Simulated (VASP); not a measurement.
A run of VASP 6.6.1 is set up as follows.

INCAR

```
SYSTEM = NaF
  ALGO = Normal
  EDIFF = 1E-6
  ENCUT = 520
  GGA = PS
  ISIF = 2
  ISMEAR = -1
  LASPH = .True.
  LCHARG = .False.
  LREAL = .False.
  LWAVE = .False.
  NBANDS = 22
  NELM = 100
  PREC = Accurate
  SIGMA = 0.03
```

KPOINTS

```
k-points
0
Gamma
  9 9 4
  0 0 0
```

The input POSCAR:

```
NaF
1.0
    3.2016417252      0.0000000000      0.0000000000
   -1.6008208626      2.7727030678      0.0000000000
    0.0000000000      0.0000000000      5.6125391666
Na F
2 2
Direct
    0.0000000000      0.0000000000      0.0000000000
    0.0000000000      0.0000000000      0.5000000000
    0.3333333333      0.6666666667      0.2500000000
    0.6666666667      0.3333333333      0.7500000000
```

Potentials or basis: VASP PAW PBE potentials, release 64 (Na_pv, F).

Run with:

```bash
$ cat potpaw_PBE.64/Na_pv/POTCAR potpaw_PBE.64/F/POTCAR > POTCAR
$ mpirun -np 1 vasp_std > vasp.out
```

**Question.** Predict the pressure.

**Answer.** 0.0 GPa.

**Question.** Predict the band gap on the k mesh.

**Answer.** 6.08 eV, direct.

Stress tensor (GPa, compression positive):
```
-0.05  0.00  0.00
 0.00 -0.05  0.00
 0.00  0.00  0.03
```

Caveat: the PAW data sets were made with another functional, which shifts forces and pressure a little. A hybrid or GW would open this gap; PBEsol tends to underestimate it.
